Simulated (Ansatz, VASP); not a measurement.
## Au in VASP and in Ansatz

```xyz
2
Lattice="4.0530 0.0000 -0.0065 0.0000 4.0530 0.0000 -2.0299 0.0000 2.1707" Properties=species:S:1:pos:R:3 pbc="T T T"
Au    0.0000    0.0000    0.0000
Au    2.0265    2.0265   -0.0032
```

Change from the starting cell: band edges of the strained film's bulk.

Alike in both runs: task single point; functional PBE; k mesh 9 × 9 × 16; occupations gaussian, width 0.1 eV; no spin polarisation.

|  | VASP | Ansatz |
| --- | --- | --- |
| version | VASP 6.6.1 | Ansatz 0.2.0 |
| potentials or method | VASP PAW PBE potentials, release 64 (Au), cutoff 520 eV | scalar-relativistic, plane waves, PAW |
| valence electrons in the cell | 22 | 38 |

VASP gave:

```
gap on the k mesh at the Fermi level (eV)                     : none
pressure (GPa)                                                : 1.2
traceless stress, the component that is largest in VASP (GPa) : -1.38
```

Task: Estimate Ansatz's values.

Result: gap on the k mesh at the Fermi level (eV): none; pressure (GPa): 1.3; traceless stress, the component that is largest in VASP (GPa): -1.37.

A gap of «none» marks a metal or a gap that the smearing closes. VASP's potentials hold 22 valence electrons a cell and Ansatz's 38, so a difference there can come from the potentials and not from the codes.

Spin-orbit coupling is off throughout.
